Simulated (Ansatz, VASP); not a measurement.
## Two plane-wave programs on Hg

File INCAR:

```
ALGO = Fast ; EDIFF = 1E-7
ENCUT = 520 ; GGA = PS
ISIF = 2 ; ISMEAR = 0
IVDW = 12 ; LASPH = T
LCHARG = F ; LREAL = F
LWAVE = F ; NBANDS = 19
NELM = 60 ; PREC = Accurate
SIGMA = 0.15
```

The input KPOINTS:

```
k-points
0
Gamma
  18 18 10
```

POSCAR

```
Hg
1.0
    3.0358000000      0.0000000000      0.0000000000
   -1.5179000000      2.6290799208      0.0000000000
    0.0000000000      0.0000000000      5.2374000000
Hg
2
Direct
    0.6666666667      0.3333333333      0.7500000000
    0.3333333333      0.6666666667      0.2500000000
```

Input for Ansatz:

```yaml
crystal:
  lattice:
    - [3.0358, 0.0, 0.0]
    - [-1.5179, 2.6290799208, 0.0]
    - [0.0, 0.0, 5.2374]
  atoms:
    - { symbol: Hg, position: [0.6666666667, 0.3333333333, 0.75] }
    - { symbol: Hg, position: [0.3333333333, 0.6666666667, 0.25] }
basis:
  ecutwfc: 420
kpoints:
  mp_grid: { grid: [18, 18, 10] }
hamiltonian:
  xc: pbesol
  dispersion: d3bj
scf:
  occupations: { method: gaussian, width: 0.15 }
output:
  forces: true
  stress: true
  eigenvalues: true
```

Alike in both runs: task single point; functional PBEsol; dispersion D3(BJ); k mesh 18 × 18 × 10; occupations gaussian, width 0.15 eV; no spin polarisation.

```csv
,VASP,Ansatz
version,VASP 6.6.1,Ansatz 0.2.0
potentials or method,"VASP PAW PBE potentials, release 64 (Hg), cutoff 520 eV","scalar-relativistic, plane waves, PAW"
valence electrons in the cell,24,40
```

|  | VASP | Ansatz | Ansatz less VASP |
| --- | --- | --- | --- |
| gap on the k mesh at the Fermi level (eV) | none | none | - |
| pressure (GPa) | 3.1 | 2.4 | -0.66 |
| traceless stress, the component that is largest in VASP (GPa) | -0.16 | -0.04 | +0.127 |

VASP's potentials were made for PBE, not for PBEsol. A gap of «none» marks a metal or a gap that the smearing closes. VASP's potentials hold 24 valence electrons a cell and Ansatz's 40, so a difference there can come from the potentials and not from the codes.

Neither program's run includes spin-orbit coupling.
